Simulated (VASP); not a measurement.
PtSe2: single point with PBE+D3(BJ)

PtSe2:

```
Pt Se
1.0
     3.20578    0.00000    0.00000
    -1.60289    3.51118    0.00000
     0.00000    0.00000    4.82192
Pt Se
1 2
Direct
  0.00000 0.00000 0.00000
  0.33333 0.66667 0.26552
  0.66667 0.33333 0.73448
```

This cell differs from its parent crystal: normal strain along x -0.1500, normal strain along y +0.0750.

* Program: VASP 6.6.1
* Task: single point
* Functional: PBE
* Dispersion: D3(BJ)
* Potentials or basis: VASP PAW PBE potentials, release 64 (Pt, Se)
* Cutoff: 520 eV
* k mesh: 12 × 12 × 8
* Occupations: gaussian, width 0.15 eV
* Spin: no spin polarisation

| Quantity | Value |
| --- | --- |
| Pressure | 20.5 GPa |
| Largest force | 2.114 eV/Å |
| Band gap on the k mesh | zero (bands 11 and 12 overlap by 1.03 eV) |
| Dispersion energy per atom | -0.536 eV |

Forces on the atoms (eV/Å):
```
Pt   0.000  0.000  0.000
Se   0.000 -1.378  1.604
Se   0.000  1.378 -1.604
```

Stress tensor (GPa, compression positive):
```
 41.05   0.00   0.00
  0.00   4.87 -14.79
  0.00 -14.79  15.62
```

Levels at points of the mesh, in eV from the Fermi level:
| k point | band 8 | band 9 | band 10 | band 11 | band 12 | band 13 | band 14 | band 15 |
| --- | --- | --- | --- | --- | --- | --- | --- | --- |
| (0.00, 0.00, 0.00) | -2.85 | -1.67 | 0.14 | 0.64 | 0.79 | 2.07 | 3.21 | 5.31 |
| (0.50, 0.00, 0.00) | -3.83 | -3.54 | -3.38 | -2.15 | 0.67 | 2.98 | 4.85 | 5.42 |
| (0.00, 0.50, 0.00) | -3.69 | -3.27 | -2.84 | -2.01 | 0.23 | 3.61 | 6.83 | 8.10 |
| (0.00, 0.00, 0.50) | -3.58 | -1.96 | -1.59 | -0.58 | 1.85 | 3.34 | 4.04 | 6.89 |
| (0.50, 0.00, 0.50) | -3.44 | -3.17 | -2.28 | -1.43 | 0.43 | 2.25 | 4.57 | 5.19 |
| (0.00, 0.50, 0.50) | -3.53 | -3.30 | -0.98 | -0.78 | 1.46 | 1.81 | 5.47 | 5.96 |

It took 3.2 min on 1 thread of Intel(R) Xeon(R) 6975P-C (Granite Rapids), with other jobs on the host, peak memory 0.43 GiB.

Caveat: the cell differs from its parent crystal (normal strain along x -0.1500, normal strain along y +0.0750); the cell stands under pressure; spin-orbit coupling is left out, which moves the levels of the heavy elements; forces of over 1 eV/Å act on the atoms, so gaps and moduli don't describe the material at rest.
